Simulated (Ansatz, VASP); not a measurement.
Cr in VASP and in Ansatz

Contents of INCAR:

```
SYSTEM = Cr
  PREC = Accurate
  ENCUT = 520
  EDIFF = 1E-6
  ISMEAR = -1
  SIGMA = 0.1
  LREAL = .FALSE.
  LASPH = .TRUE.
  NELM = 100
  ALGO = Normal
  ISIF = 2
  LWAVE = .FALSE.
  LCHARG = .FALSE.
  GGA = RP
  NBANDS = 32
```

File KPOINTS:

```
regular mesh
0
G
  19 19 5
  0 0 0
```

File POSCAR:

```
Cr
1.0
    2.6165400972      0.0000000000      0.0000000000
   -1.3082700486      2.2659901942      0.0000000000
    0.0000000000      0.0000000000      9.1950787861
Cr
4
Direct
    1.0000000000      1.0000000000      1.0000000000
    0.0000000000      0.0000000000      0.5000000000
    0.3333333333      0.6666666667      0.2500000000
    0.6666666667      0.3333333333      0.7500000000
```

Input for Ansatz:

```yaml
crystal:
  lattice:
    - [2.6165400972, 0.0, 0.0]
    - [-1.3082700486, 2.2659901942, 0.0]
    - [0.0, 0.0, 9.1950787861]
  atoms:
    - { symbol: Cr, position: [1.0, 1.0, 1.0] }
    - { symbol: Cr, position: [0.0, 0.0, 0.5] }
    - { symbol: Cr, position: [0.3333333333, 0.6666666667, 0.25] }
    - { symbol: Cr, position: [0.6666666667, 0.3333333333, 0.75] }
hamiltonian:
  xc: rpbe
  pseudopotentials:
    kind: paw
    azcp:
      Cr: "pseudopotentials/Cr.paw.azcp"
basis:
  ecutwfc: 420
  fft_grid_basis: typed
kpoints:
  mp_grid: { grid: [19, 19, 5], shift: [0, 0, 0] }
magnetization:
  spin_polarized: false
scf:
  occupations: { method: fermi_dirac, width: 0.1 }
output:
  stress: true
```

Alike in both runs: task single point; functional RPBE; k mesh 19 × 19 × 5; occupations fermi-dirac, width 0.1 eV; no spin polarisation.

|  | VASP | Ansatz |
| --- | --- | --- |
| version | VASP 6.6.1 | Ansatz 0.2.0 |
| potentials or method | VASP PAW PBE potentials, release 64 (Cr_pv), cutoff 520 eV | plane waves (420 eV) with PAW, scalar-relativistic |
| valence electrons in the cell | 48 | 56 |

|  | VASP | Ansatz | Ansatz less VASP |
| --- | --- | --- | --- |
| pressure (GPa) | -19.8 | -19.7 | +0.10 |
| traceless stress, the component that is largest in VASP (GPa) | 1.20 | 1.15 | -0.046 |

VASP's potentials were made for PBE, not for RPBE. VASP's potentials hold 48 valence electrons a cell and Ansatz's 56, so a difference there can come from the potentials and not from the codes.
